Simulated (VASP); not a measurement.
# Sc12H (a cell with a defect) in VASP: single point with PBEsol

Aim: the single point of Sc12H (a cell with a defect) with PBEsol.

Program: VASP 6.6.1. These are calculated values, not measurements. Logs are shortened: lines on timing, memory, paths and dates and some standing lists are left out, and cuts for length are marked.

## (1) The cell of the first run

The cell holds a defect, 13 atoms: a = 6.620 Å, b = 9.930 Å, c = 5.276 Å, α = 90.00°, β = 90.00°, γ = 120.00°.

## (2) Single point, PBEsol

Contents of INCAR:

```
PREC = Accurate
ENCUT = 520
EDIFF = 1E-6
ISMEAR = 0
SIGMA = 0.1
LREAL = F
LASPH = T
NELM = 80
ALGO = Normal
ISIF = 2
LWAVE = F
LCHARG = F
GGA = PS
NBANDS = 78
```

Contents of KPOINTS:

```
Automatic mesh
0
Gamma
  3 2 3
```

Contents of POSCAR:

```
Sc12H
1.0
    6.6200000000      0.0000000000      0.0000000000
   -4.9650000000      8.5996320000      0.0000000000
    0.0000000000      0.0000000000      5.2761400000
Sc H
12 1
Direct
    0.0005838620     -0.0024148708      0.0008371650
    0.1707394288      0.2240628436      0.5008244664
    0.0054979153      0.3401400199      0.0007939516
    0.1680499617      0.5578873608      0.5007941412
   -0.0005075254      0.6663392108      0.0007986900
    0.1649889046      0.8870734236      0.5008057027
    0.4927748891     -0.0015502989      0.0007842855
    0.6688909136      0.2231057096      0.5007816320
    0.5007179191      0.3331997230      0.0008062713
    0.6692283499      0.5571145370      0.5007998271
    0.5011456874      0.6669672609      0.0008002062
    0.6647227677      0.8867963187      0.5008113886
    0.8355623336      0.1103523965      0.5008081666
```

Potentials or basis: VASP PAW PBE potentials, release 64 (Sc_sv, H).

Started as:

```bash
$ cat potpaw_PBE.64/Sc_sv/POTCAR potpaw_PBE.64/H/POTCAR > POTCAR
$ mpirun -np 1 vasp_std > vasp.out
```

OUTCAR:

```text
PREC = Accurate
   ENCUT = 520
   EDIFF = 1E-6
   ISMEAR = 0
   LREAL = F
   LASPH = T
   NELM = 80
   ISIF = 2
   GGA = PS

 ion  position               nearest neighbor table
   1  0.001  0.998  0.001-   6 3.25   6 3.25   7 3.25  12 3.27  12 3.27   2 3.28   2 3.28   5 3.29
                            11 3.29   9 3.32   7 3.37   3 3.39
   2  0.171  0.224  0.501-  13 1.92   9 3.25   9 3.25   3 3.28   3 3.28   1 3.28   1 3.28   8 3.30
                            10 3.30   8 3.32   4 3.32   6 3.33  12 3.35
   3  0.005  0.340  0.001-   4 3.24   4 3.24   5 3.26  11 3.26   8 3.27   8 3.27   2 3.28   2 3.28
                             9 3.31   9 3.31   1 3.39   7 3.39
   4  0.168  0.558  0.501-   3 3.24   3 3.24   5 3.25   5 3.25  11 3.26  11 3.26  12 3.28   6 3.28
                            10 3.30   8 3.31  10 3.32   2 3.32
   5  0.999  0.666  0.001-  10 3.25  10 3.25   6 3.25   6 3.25   4 3.25   4 3.25   3 3.26   7 3.28
                             1 3.29  11 3.30   9 3.30  11 3.32
   6  0.165  0.887  0.501-   7 3.24   7 3.24   1 3.25   1 3.25   5 3.25   5 3.25   4 3.28  10 3.28
                            12 3.31  12 3.31   2 3.33   8 3.34
   7  0.493  0.998  0.001-   6 3.24   6 3.24   1 3.25   8 3.27   8 3.27  12 3.28  12 3.28   5 3.28
                             9 3.30  11 3.32   1 3.37   3 3.39
   8  0.669  0.223  0.501-  13 1.93   9 3.26   9 3.26   3 3.27   3 3.27   7 3.27   7 3.27   2 3.30
                             4 3.31  10 3.32   2 3.32  12 3.33   6 3.34
   9  0.501  0.333  0.001-   2 3.25   2 3.25   8 3.26   8 3.26  10 3.27  10 3.27   7 3.30   5 3.30
                             3 3.31  11 3.31   3 3.31   1 3.32
  10  0.669  0.557  0.501-   5 3.25   5 3.25  11 3.26  11 3.26   9 3.27   9 3.27   6 3.28  12 3.29
                             4 3.30   2 3.30   8 3.32   4 3.32
  11  0.501  0.667  0.001-  12 3.25  12 3.25  10 3.26  10 3.26   4 3.26   4 3.26   3 3.26   1 3.29
                             5 3.30   9 3.31   5 3.32   7 3.32
  12  0.665  0.887  0.501-  13 1.92  11 3.25  11 3.25   1 3.27   1 3.27   4 3.28   7 3.28   7 3.28
                            10 3.29   6 3.31   6 3.31   8 3.33   2 3.35
  13  0.836  0.110  0.501-   2 1.92  12 1.92   8 1.93

  LATTYP: Found a simple monoclinic cell.
 ALAT       =     6.6200000000
 B/A-ratio  =     0.7970000000
 C/A-ratio  =     1.3228756170
 COS(beta)  =    -0.1889822420

  Lattice vectors:

 A1 = (   6.6200000000,   0.0000000000,   0.0000000000)
 A2 = (   0.0000000000,   0.0000000000,   5.2761400000)
 A3 = (  -1.6550000000,  -8.5996320000,   0.0000000000)

Analysis of symmetry for initial positions (statically):
=====================================================================
 Subroutine PRICEL returns:
[... 165 lines left out ...]
   EFERMI_NEDOS =   21; number of points for ismear=-14 and -15
   IALGO  =     38    algorithm
   IMIX   =      4    mixing-type and parameters
     AMIX     =   0.40;   BMIX     =  1.00
     AMIX_MAG =   1.60;   BMIX_MAG =  1.00
  volume/ion in A,a.u.               =      23.11       155.92
  Fermi-wavevector in a.u.,A,eV,Ry     =   1.247788  2.357977 21.183915  1.556974
  Thomas-Fermi vector in A             =   2.381904
   LORBIT       =      0    0 simple, 1 ext, 2 COOP (PROOUT), +10 PAW based schemes
   GGA     = PS    functional components
   LHFCALC =     F    Hartree Fock is set to
   AEXX    =    0.0000 exact exchange contribution
   IVDW    =     0    specifies the selected vdW correction
   LEPSILON=     F    determine dielectric tensor
   LRPA    =     F    only Hartree local field effects (RPA)
 non-spin polarized calculation
 Gauss-broadening in eV      SIGMA  =   0.10
  energy-cutoff  :      520.00
  volume of cell :      300.37
 maximum number of plane-waves:      8103
 NGX is ok and might be reduce to    50
   NGX = 25   NGY = 37   NGZ = 19

 number of electron     133.0000010 magnetization

 Free energy of the ion-electron system (eV)
  ---------------------------------------------------
  ext. energy  EPLUGINS =         0.00000000
  ---------------------------------------------------
  free energy    TOTEN  =       -82.56465606 eV

  energy without entropy =      -82.40360116  energy(sigma->0) =      -82.48412861

 E-fermi :   3.5195     XC(G=0):  -9.9674

 val. band max:        3.5063704653   @ k =   0.3333   0.5000   0.3333
 cond. band min:       3.5237971902   @ k =   0.0000   0.5000   0.0000
 fundamental gap:      0.0174267249
 Fermi energy:         3.5194793597

 k-point     1 :       0.0000    0.0000    0.0000
  band No.  band energies     occupation
      1     -45.7711      2.00000
      2     -45.7481      2.00000
      3     -45.7434      2.00000
      4     -45.6540      2.00000
      5     -45.6244      2.00000
      6     -45.6174      2.00000
[... 799 lines left out ...]
     77       4.4888      0.00000
     78       4.5411      0.00000

------------------------ aborting loop because EDIFF is reached ----------------------------------------

  FORCE on cell =-STRESS in cart. coord.  units (eV):
  Direction    XX          YY          ZZ          XY          YZ          ZX
  --------------------------------------------------------------------------------------
  -------------------------------------------------------------------------------------
  Total       -2.9987874     -2.8277700     -5.8328073      0.1236010     -0.0001386      0.0003610
  in kB      -15.9956574    -15.0834436    -31.1124379      0.6592927     -0.0007391      0.0019254
  external PRESSURE =     -20.7305130 kB  Pullay stress =       0.0000000 kB

 VOLUME and BASIS-vectors are now :
 -----------------------------------------------------------------------------
  energy-cutoff  :      520.00
  volume of cell :      300.37
      direct lattice vectors                 reciprocal lattice vectors
     6.620000000  0.000000000  0.000000000     0.151057402  0.087213034  0.000000000
    -4.965000000  8.599632000  0.000000000     0.000000000  0.116284046  0.000000000
     0.000000000  0.000000000  5.276140000     0.000000000  0.000000000  0.189532499

 POSITION                                       TOTAL-FORCE (eV/Angst)
 -----------------------------------------------------------------------------------
     -4.94915      8.57886      0.00442         0.016345     -0.003268     -0.000440
      0.01782      1.92686      2.64242         0.004001      0.004482     -0.000209
     -1.65240      2.92508      0.00419        -0.000317     -0.004553      0.000106
     -1.65742      4.79763      2.64226         0.001199     -0.004959      0.000028
      3.30827      5.73027      0.00421         0.002669      0.005774      0.000038
     -3.31209      7.62850      2.64232         0.001318     -0.001477     -0.000047
     -1.69513      8.58630      0.00414         0.017146      0.003728      0.000290
      3.32034      1.91863      2.64219        -0.028147      0.016219      0.000302
      1.66042      2.86540      0.00425        -0.004383      0.000191     -0.000185
      1.66422      4.79098      2.64229        -0.004275      0.010977      0.000029
      0.00609      5.73567      0.00422        -0.006872      0.002229      0.000138
     -0.00248      7.62612      2.64235        -0.006190     -0.021307     -0.000115
      4.98352      0.94899      2.64233         0.007505     -0.008035      0.000065
 -----------------------------------------------------------------------------------
    total drift:                                0.000280      0.001039     -0.000370

  FREE ENERGIE OF THE ION-ELECTRON SYSTEM (eV)
  ---------------------------------------------------
  free  energy   TOTEN  =       -82.5646560631 eV

  energy  without entropy=      -82.4036011552  energy(sigma->0) =      -82.48412861
```

OSZICAR:

```text
N       E                     dE             d eps       ncg     rms          rms(c)
DAV:   1     0.310274663257E+04    0.31027E+04   -0.56495E+04  1568   0.179E+03
DAV:   2     0.175680430547E+03   -0.29271E+04   -0.29034E+04  2304   0.864E+02
DAV:   3    -0.754822536137E+02   -0.25116E+03   -0.24460E+03  2532   0.359E+02
[... 11 lines left out ...]
DAV:  15    -0.825646521435E+02    0.13318E-04   -0.34297E-04  2160   0.148E-01    0.285E-02
DAV:  16    -0.825646594209E+02   -0.72774E-05   -0.83578E-05  2568   0.627E-02    0.127E-02
DAV:  17    -0.825646575484E+02    0.18725E-05   -0.29748E-05  2032   0.390E-02    0.705E-03
DAV:  18    -0.825646565372E+02    0.10112E-05   -0.76457E-06  1632   0.223E-02    0.295E-03
DAV:  19    -0.825646560631E+02    0.47406E-06   -0.11115E-06  1200   0.116E-02
   1 F= -.82564656E+02 E0= -.82484129E+02  d E =-.161055E+00
```

stdout:

```text
POSCAR found type information on POSCAR ScH
 POSCAR found :  2 types and      13 ions
 scaLAPACK will be used
 -----------------------------------------------------------------------------
|                                                                             |
|                                                                             |
[... 21 lines left out ...]
|     Results are often still useful ...                                      |
|                                                                             |
 -----------------------------------------------------------------------------

 POSCAR, INCAR and KPOINTS ok, starting setup
 FFT: planning ... GRIDC
 FFT: planning ... GRID_SOFT
 FFT: planning ... GRID
 WAVECAR not read
 entering main loop
```

Run time: 17 min. Hardware: 1 thread of AMD EPYC 7R13, shared host; peak memory 0.45 GiB.

Results:

* Free energy: -82.5647 eV
* Pressure: -2.1 GPa
* Largest force: 0.032 eV/Å
* Band gap on the k mesh: zero (an odd number of electrons rules out a gap without spin polarisation)

Forces in eV/Å, atoms in the order of the input:
```
Sc   0.016 -0.003  0.000
Sc   0.004  0.004  0.000
Sc   0.000 -0.005  0.000
Sc   0.001 -0.005  0.000
Sc   0.003  0.006  0.000
Sc   0.001 -0.001  0.000
Sc   0.017  0.004  0.000
Sc  -0.028  0.016  0.000
Sc  -0.004  0.000  0.000
Sc  -0.004  0.011  0.000
Sc  -0.007  0.002  0.000
Sc  -0.006 -0.021  0.000
H    0.008 -0.008  0.000
```

Stress tensor (GPa, compression positive):
```
-1.60  0.07  0.00
 0.07 -1.51  0.00
 0.00  0.00 -3.11
```

Levels at points of the mesh, in eV from the Fermi level:
```csv
k point,band 63,band 64,band 65,band 66,band 67,band 68,band 69,band 70
"(0.00, 0.00, 0.00)",-0.55,-0.50,-0.48,-0.32,-0.28,-0.28,-0.04,0.12
"(0.00, 0.50, 0.00)",-0.55,-0.55,-0.33,-0.29,-0.28,-0.26,0.00,0.05
```

Caveat: the k points lie up to 0.40 Å⁻¹ apart, too coarse for converged energies and pressures of a metal; the PAW data sets were made with another functional, which shifts forces and pressure a little.
